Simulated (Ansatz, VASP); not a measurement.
Two plane-wave programs on CdTe

```
Cd Te
1.0
     0.00000    3.20500    3.20500
     3.20500    0.00000    3.20500
     3.20500    3.20500    0.00000
Cd Te
1 1
Direct
  0.00000 0.00000 0.00000
  0.25000 0.25000 0.25000
```

Alike in both runs: task single point; functional PBE-based global hybrid; k mesh 4 × 4 × 4; occupations gaussian, width 0.05 eV; no spin polarisation.

```csv
,VASP,Ansatz
version,VASP 6.6.1,Ansatz 0.2.0
potentials or method,"VASP PAW PBE potentials, release 64 (Cd, Te), cutoff 520 eV","scalar-relativistic, plane waves, PAW"
valence electrons in the cell,18,36
```

VASP gave:

- gap on the k mesh at the Fermi level (eV): 1.75
- least direct gap on the mesh (eV): 1.75
- pressure (GPa): 3.9

Question: What did Ansatz give for the same quantities?

Answer: gap on the k mesh at the Fermi level (eV): 1.77; least direct gap on the mesh (eV): 1.77; pressure (GPa): 3.8.

VASP's potentials were made for PBE, not for PBE-based global hybrid. The functional is the same, so the differences come from potentials, cutoffs and numerics. VASP's potentials hold 18 valence electrons a cell and Ansatz's 36, so a difference there can come from the potentials and not from the codes. Ansatz's warnings: stress exchange threshold loose, stress scf threshold loose.

The k mesh is coarse, so the values compare programs but aren't converged. Spin-orbit coupling is off throughout.
